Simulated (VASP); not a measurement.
TePb: single point with PBE

Crystal: TePb.

```
CELL_PARAMETERS angstrom
4.45597 0.00000 0.00000
-2.22798 3.85898 0.00000
0.00000 0.00000 4.18920
ATOMIC_POSITIONS crystal
Pb 0.00000 0.00000 0.01910
Te 0.66667 0.33333 0.50000
```

This cell differs from its parent crystal: atom 1 (Pb) moved 0.08 Å along z.

```yaml
Program: VASP 6.6.1
Task: single point
Functional: PBE
Potentials_or_basis: VASP PAW PBE potentials, release 64 (Pb_d, Te)
Cutoff: 520 eV
k_mesh: 10 × 10 × 8
Occupations: gaussian, width 0.05 eV
Spin: no spin polarisation
```

* Pressure: 0.0 GPa
* Largest force: 0.070 eV/Å
* Band gap on the k mesh: zero (band 10 reaches 5.13 eV, above the bottom of band 11 at 4.68 eV)

Forces in eV/Å, atoms in the order of the input:
```
Pb   0.000  0.000  0.070
Te   0.000  0.000 -0.070
```

Levels at points of the mesh, in eV from the Fermi level:
| k point | band 8 | band 9 | band 10 | band 11 | band 12 | band 13 |
| --- | --- | --- | --- | --- | --- | --- |
| (0.00, 0.00, 0.00) | -1.70 | -1.02 | -1.02 | 2.73 | 2.73 | 4.25 |
| (0.50, 0.00, 0.00) | -2.14 | -1.64 | -0.46 | 2.00 | 2.67 | 4.55 |
| (0.00, 0.00, 0.50) | -0.20 | -0.20 | 0.02 | 1.16 | 2.54 | 2.54 |
| (0.50, 0.00, 0.50) | -3.65 | -3.48 | -0.73 | 1.39 | 2.49 | 2.73 |

Wall time 56 s on 1 thread of AMD EPYC 9R45 96-Core Processor (Zen 5), on a shared host, peak memory 0.24 GiB.

Caveat: the cell differs from its parent crystal (atom 1 (Pb) moved 0.08 Å along z); spin-orbit coupling is left out, which moves the levels of the heavy elements.
